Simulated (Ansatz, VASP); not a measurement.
**Al2Cu: VASP beside Ansatz**

The input INCAR:

```
PREC = Accurate
ENCUT = 520
EDIFF = 1E-6
ISMEAR = 0
SIGMA = 0.15
LREAL = False
LASPH = True
NELM = 80
ALGO = Fast
ISIF = 2
LWAVE = False
LCHARG = True
GGA = PE
LELF = True
LVHAR = True
NBANDS = 16
```

File KPOINTS:

```
Automatic mesh
0
Gamma
  10 10 14
```

The input POSCAR:

```
Al2Cu
1.0
    4.1211626268      0.0000000000      0.0000000000
    0.0000000000      4.1211626268      0.0000000000
    0.0000000000      0.0000000000      2.8847334069
Al Cu
2 1
Direct
    0.5090462006      0.0078152784      0.5000000000
   -0.1184131868      0.4655437038      0.5000000000
    0.0464370620      0.0113117371      0.0000000000
```

Input for Ansatz:

```yaml
crystal:
  lattice:
    - [4.1211626268, 0.0, 0.0]
    - [0.0, 4.1211626268, 0.0]
    - [0.0, 0.0, 2.8847334069]
  atoms:
    - { symbol: Al, position: [0.5090462006, 0.0078152784, 0.5] }
    - { symbol: Al, position: [-0.1184131868, 0.4655437038, 0.5] }
    - { symbol: Cu, position: [0.046437062, 0.0113117371, 0.0] }
basis:
  ecutwfc: 520.0
kpoints:
  mp_grid: { grid: [10, 10, 14] }
hamiltonian:
  xc: pbe
  pseudopotentials: { kind: paw, azcp: { folder: soft_1 } }
scf:
  occupations: { method: gaussian, width: 0.15 }
output:
  forces: true
  stress: true
  eigenvalues: true
```

Change from the starting cell: mode 4 frozen in at -0.488 Å and mode 9 at -0.142 Å (largest displacements).

Alike in both runs: task single point; functional PBE; k mesh 10 × 10 × 14; occupations gaussian, width 0.15 eV; no spin polarisation.

```csv
,VASP,Ansatz
version,VASP 6.6.1,Ansatz 0.2.0
potentials or method,"VASP PAW PBE potentials, release 64 (Al, Cu), cutoff 520 eV","scalar-relativistic, plane waves, PAW"
valence electrons in the cell,17,25
```

```tsv
	VASP	Ansatz	Ansatz less VASP
gap on the k mesh at the Fermi level (eV)	none	none	-
pressure (GPa)	5.2	4.9	-0.29
traceless stress, the component that is largest in VASP (GPa)	-4.18	-4.20	-0.017
rms of the force components (eV/Å)	0.938	0.941	+0.0028
```

Atom by atom the forces differ by 0.008 eV/Å (rms over components). A gap of «none» marks a metal or a gap that the smearing closes. VASP's potentials hold 17 valence electrons a cell and Ansatz's 25, so a difference there can come from the potentials and not from the codes.
